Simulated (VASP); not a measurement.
The system is AlCo (NiAs type).

```
CELL_PARAMETERS angstrom
2.59746 0.00000 0.00000
-1.29873 2.24947 0.00000
0.00000 0.00000 7.35871
ATOMIC_POSITIONS crystal
Co 0.00000 0.00000 0.00000
Co 0.00000 0.00000 0.50000
Al 0.33333 0.66667 0.25000
Al 0.66667 0.33333 0.75000
```

This cell differs from its parent crystal: volume scaled by 0.88.

Base run:

| Quantity | Value |
| --- | --- |
| Program | VASP 6.6.1 |
| Functional | PBE |
| Potentials or basis | VASP PAW PBE potentials, release 64 (Co_sv, Al) |
| Cutoff | 600 eV |
| k mesh | 10 × 10 × 6 |
| Occupations | fermi-dirac, width 0.05 eV |
| Spin | no spin polarisation |

Its results: band gap on the k mesh zero (band 20 reaches 13.05 eV, above the bottom of band 21 at 11.57 eV); pressure 24.7 GPa.

The run is repeated on the same cell with these changes: potentials or basis from VASP PAW PBE potentials, release 64 (Co_sv, Al) to VASP PAW PBE potentials, release 64 (Co, Al); cutoff from 600 eV to 520 eV; further incar settings from ALGO = Normal; EDIFF = 1e-06; NBANDS = 28 to ALGO = Normal; EDIFF = 1e-06; NBANDS = 20; valence electrons from 40 to 24. What comes out?

Band gap on the k mesh zero (band 12 reaches 12.16 eV, above the bottom of band 13 at 10.69 eV); pressure 26.6 GPa.
